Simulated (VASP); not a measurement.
# BeS2 (P-1) in VASP: notebook, part 2 of 2

VASP 6.6.1.

## 4. Relaxation of cell and atoms, PBE

This run uses another cell than the first one, of 25.53 Å³/atom.

Contents of INCAR:

```
PREC = Accurate ; ENCUT = 600
EDIFF = 1E-6 ; ISMEAR = 0
SIGMA = 0.02 ; LREAL = False
LASPH = True ; NELM = 80
ALGO = Normal ; ISIF = 3
LWAVE = False ; LCHARG = False
GGA = PE ; IBRION = 2
NSW = 100 ; EDIFFG = -0.01
```

Contents of KPOINTS:

```
regular mesh
0
Gamma
  6 6 4
```

Contents of POSCAR:

```
BeS2
1.0
    4.5980635124      0.0000000000      0.0000000000
   -1.9142752774      5.1631020905      0.0000000000
   -0.0000296866     -0.0821967168      6.4524838147
Be S
2 4
Direct
    0.7502686251      0.0006039774      0.5728418551
    0.2497313749      0.9993960226      0.4271581449
    0.3156286707      0.8324886032      0.7050009052
    0.8142951219      0.8293637107      0.2931105442
    0.1857048781      0.1706362893      0.7068894558
    0.6843713293      0.1675113968      0.2949990948
```

Potentials or basis: VASP PAW PBE potentials, release 64 (Be, S).

On the command line:

```bash
> cat potpaw_PBE.64/Be/POTCAR potpaw_PBE.64/S/POTCAR > POTCAR
> mpirun -np 1 vasp_std > vasp.out
```

OUTCAR:

```text
PREC = Accurate
   ENCUT = 600
   EDIFF = 1E-6
   ISMEAR = 0
   LREAL = False
   LASPH = True
   NELM = 80
   ISIF = 3
   GGA = PE
   IBRION = 2
   NSW = 100
   EDIFFG = -0.01

 ion  position               nearest neighbor table
   1  0.750  0.001  0.573-   5 2.08   3 2.08   6 2.09   4 2.09
   2  0.250  0.999  0.427-   4 2.08   6 2.08   3 2.09   5 2.09
   3  0.316  0.832  0.705-   1 2.08   2 2.09   5 2.14
   4  0.814  0.829  0.293-   2 2.08   1 2.09   6 2.14
   5  0.186  0.171  0.707-   1 2.08   2 2.09   3 2.14
   6  0.684  0.168  0.295-   2 2.08   1 2.09   4 2.14

  LATTYP: Found a triclinic cell.
 ALAT       =     5.5065481960
 B/A-ratio  =     1.0567353325
 C/A-ratio  =     1.1718788443
 COS(alpha) =     0.0113041751
 COS(beta)  =     0.0119416798
 COS(gamma) =     0.6716135416

  Lattice vectors:

 A1 = (  -1.9142752774,   5.1631020905,   0.0000000000)
 A2 = (   2.6837882350,   5.1631020905,   0.0000000000)
 A3 = (   0.0000296866,   0.0821967168,  -6.4524838147)

Analysis of symmetry for initial positions (statically):
=====================================================================
[... 188 lines left out ...]
  --------------------------------------------------------------------------------------
  -------------------------------------------------------------------------------------
  Total       -0.1678143     -0.2795532      0.0543711      0.1970939     -0.0023219      0.0032411
  in kB       -1.7552018     -2.9238998      0.5686778      2.0614427     -0.0242854      0.0338997
  external PRESSURE =      -1.3701413 kB  Pullay stress =       0.0000000 kB
[... 147 lines left out ...]
--------------------------------------- Ionic step        5  -------------------------------------------

 number of electron      27.9999999 magnetization

 Free energy of the ion-electron system (eV)
  ---------------------------------------------------
  ext. energy  EPLUGINS =         0.00000000
  ---------------------------------------------------
  free energy    TOTEN  =       -26.72898067 eV

  energy without entropy =      -26.72898067  energy(sigma->0) =      -26.72898067

 E-fermi :   0.2529     XC(G=0):  -7.2700

 val. band max:        0.1477108141   @ k =   0.3333   0.5000   0.5000
 cond. band min:       2.4237590720   @ k =   0.0000   0.5000   0.0000
 fundamental gap:      2.2760482579
 Fermi energy:         0.2529327792

 k-point     1 :       0.0000    0.0000    0.0000
  band No.  band energies     occupation
      1     -14.3277      2.00000
      2     -13.5025      2.00000
      3      -9.8164      2.00000
      4      -9.7965      2.00000
      5      -4.5837      2.00000
      6      -4.1442      2.00000
[... 481 lines left out ...]
      5      -4.4574      2.00000
      6      -4.4534      2.00000
[... 10 lines left out ...]
     17       6.3078      0.00000
     18       6.3156      0.00000

 [... further k-points ...]

------------------------ aborting loop because EDIFF is reached ----------------------------------------

  FORCE on cell =-STRESS in cart. coord.  units (eV):
  Direction    XX          YY          ZZ          XY          YZ          ZX
  --------------------------------------------------------------------------------------
  -------------------------------------------------------------------------------------
  Total       -0.0129443      0.0076302      0.0327846     -0.0131356      0.0011882      0.0002883
  in kB       -0.1354977      0.0798710      0.3431819     -0.1375010      0.0124376      0.0030180
  external PRESSURE =       0.0958517 kB  Pullay stress =       0.0000000 kB
[... 21 lines left out ...]
  FREE ENERGIE OF THE ION-ELECTRON SYSTEM (eV)
  ---------------------------------------------------
  free  energy   TOTEN  =       -26.7289806653 eV

  energy  without entropy=      -26.7289806653  energy(sigma->0) =      -26.72898067

 reached required accuracy - stopping structural energy minimisation
```

OSZICAR:

```text
N       E                     dE             d eps       ncg     rms          rms(c)
DAV:   1     0.173358421180E+03    0.17336E+03   -0.12304E+04  2736   0.142E+03
DAV:   2    -0.118491536972E+02   -0.18521E+03   -0.18108E+03  3872   0.235E+02
DAV:   3    -0.274980836439E+02   -0.15649E+02   -0.15612E+02  3890   0.800E+01
[... 34 lines left out ...]
DAV:   2    -0.267290040532E+02    0.45976E-04   -0.22250E-04  3688   0.101E-01    0.244E-02
DAV:   3    -0.267289863740E+02    0.17679E-04   -0.30551E-05  3534   0.307E-02    0.119E-02
DAV:   4    -0.267289821160E+02    0.42580E-05   -0.54606E-06  3032   0.135E-02    0.616E-03
DAV:   5    -0.267289809513E+02    0.11647E-05   -0.77415E-07  1642   0.580E-03    0.222E-03
DAV:   6    -0.267289806653E+02    0.28602E-06   -0.24790E-07  1520   0.339E-03
   5 F= -.26728981E+02 E0= -.26728981E+02  d E =-.595393E-04
```

It took 7.8 min on 1 thread of Intel Xeon 8259CL, shared host; peak memory 0.43 GiB.

Results:

| Property | Result |
| --- | --- |
| Free energy | -26.7290 eV |
| Relaxed volume | 25.51 Å³/atom |
| Relaxed cell | a = 4.595 Å, b = 5.499 Å, c = 6.459 Å, α = 90.68°, β = 90.00°, γ = 110.29° |
| Space group after relaxing (to 0.1 Å) | P-1 (No. 2) |
| Energy gained by relaxing | 0.2 meV/atom |
| Ionic steps | 5 |
| Pressure after relaxing | 0.0 GPa |
| Largest force after relaxing | 0.008 eV/Å |
| Band gap on the k mesh | 2.28 eV (least direct gap 2.55 eV) |

Forces on the atoms (eV/Å):
```
Be   0.000  0.000 -0.008
Be   0.000  0.000  0.008
S    0.001  0.006 -0.001
S    0.001  0.006  0.001
S   -0.001 -0.006 -0.001
S   -0.001 -0.006  0.001
```

The path:
| step | energy change (eV) | largest force (eV/Å) | pressure (GPa) | volume (Å³) |
| --- | --- | --- | --- | --- |
| 1 | 0.0000 | 0.1034 | -0.14 | 153.18 |
| 2 | 0.0002 | 0.1154 | 0.24 | 152.70 |
| 3 | -0.0009 | 0.0109 | 0.04 | 152.95 |
| 4 | -0.0009 | 0.0116 | 0.03 | 152.96 |
| 5 | -0.0009 | 0.0075 | 0.01 | 153.06 |

Final structure:
```
Be S
1.0
     4.59485    0.00282    0.00009
    -1.90977    5.15684   -0.00008
     0.00005   -0.08217    6.45807
Be S
2 4
Direct
  0.75027 0.00060 0.57283
  0.24973 0.99940 0.42717
  0.31554 0.83293 0.70508
  0.81421 0.82980 0.29305
  0.18579 0.17020 0.70695
  0.68446 0.16707 0.29492
```

A k mesh can miss the band edges.

## 5. Summary

| task | cell | k mesh | cutoff (eV) | smearing | gap on the mesh (eV) | pressure (GPa) | largest force (eV/Å) |
| --- | --- | --- | --- | --- | --- | --- | --- |
| single point | a = 4.596, b = 5.509, c = 6.584 Å, angles 90.6, 90.0, 110.4°, 6 atoms, atomic positions A | 6 × 6 × 4 | 520 | gaussian 0.02 eV | 2.26 | -0.2 | 0.09 |
| single point | a = 4.598, b = 6.453, c = 5.507 Å, angles 89.3, 110.3, 90.0°, 6 atoms, atomic positions B | 6 × 6 × 6 | 520 | gaussian 0.1 eV | 2.25 | -0.2 | 0.10 |
| relaxation of cell and atoms | relaxed from a = 4.598, b = 5.507, c = 6.453 Å, angles 90.7, 90.0, 110.3°, 6 atoms, atomic positions C | 6 × 6 × 4 | 600 | gaussian 0.02 eV | 2.28 | 0.0 | 0.01 |

Alike in all rows: level PBE; potentials or basis VASP PAW PBE potentials, release 64 (Be, S); no spin polarisation.

Total energies depend on the potentials used, so only differences within one code and one set of settings carry meaning.
